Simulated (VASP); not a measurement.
Wanted: the native input for a VASP 6.6.1 run.

* Task: relaxation of cell and atoms
* Functional: revPBE
* Potentials or basis: VASP PAW PBE potentials, release 64 (Cl, Na_pv)
* Cutoff: 600 eV
* k mesh: 8 × 8 × 8
* Occupations: fermi-dirac, width 0.05 eV
* Spin: no spin polarisation
* Dipole correction: no
* Further INCAR settings: ALGO = Normal; EDIFF = 1e-06; IBRION = 2; EDIFFG = -0.02; NSW = 80; ISIF = 3

The structure of NaCl lies in POSCAR:

```
NaCl
1.0
    3.5021900000      0.0000000000      0.0000000000
    0.0000000000      3.5021900000      0.0000000000
    0.0000000000      0.0000000000      3.5021900000
Cl Na
1 1
Direct
    0.5000000000      0.5000000000      0.5000000000
    0.0000000000      0.0000000000      0.0000000000
```

The input as run:

INCAR

```
SYSTEM = NaCl
ALGO     = Normal         ! electronic algorithm
EDIFF    = 1E-6           ! SCF threshold, eV
EDIFFG   = -0.02          ! ionic threshold
ENCUT    = 600            ! plane-wave cutoff, eV
GGA      = RE             ! functional
IBRION   = 2              ! ionic algorithm
ISIF     = 3              ! what is computed and relaxed
ISMEAR   = -1             ! smearing method
LASPH    = .True.         ! aspherical terms in the spheres
LCHARG   = .False.        ! write CHGCAR
LREAL    = .False.        ! projectors in reciprocal space
LWAVE    = .False.        ! write WAVECAR
NELM     = 60             ! most SCF steps
NSW      = 80             ! ionic steps
PREC     = Accurate       ! precision mode
SIGMA    = 0.05           ! smearing width, eV
```

KPOINTS

```
k-points
0
Gamma
  8 8 8
  0 0 0
```

Potentials or basis: VASP PAW PBE potentials, release 64 (Cl, Na_pv).

Command:

```bash
$ cat potpaw_PBE.64/Cl/POTCAR potpaw_PBE.64/Na_pv/POTCAR > POTCAR
$ mpirun -np 1 vasp_std > vasp.out
```

Results of the run:

* Relaxed volume: 23.00 Å³/atom
* Relaxed cell: a = 3.583 Å, b = 3.583 Å, c = 3.583 Å, α = 90.00°, β = 90.00°, γ = 90.00°
* Space group after relaxing (to 0.1 Å): Pm-3m (No. 221)
* Energy gained by relaxing: 7.4 meV/atom
* Ionic steps: 3
* Pressure after relaxing: 0.0 GPa
* Band gap on the k mesh: 4.03 eV (least direct gap 4.46 eV)

Caveat: the PAW data sets were made with another functional, which shifts forces and pressure a little.

Run time: 41 s on 1 thread of Intel Xeon 8259CL, on a shared host, peak memory 0.16 GiB.
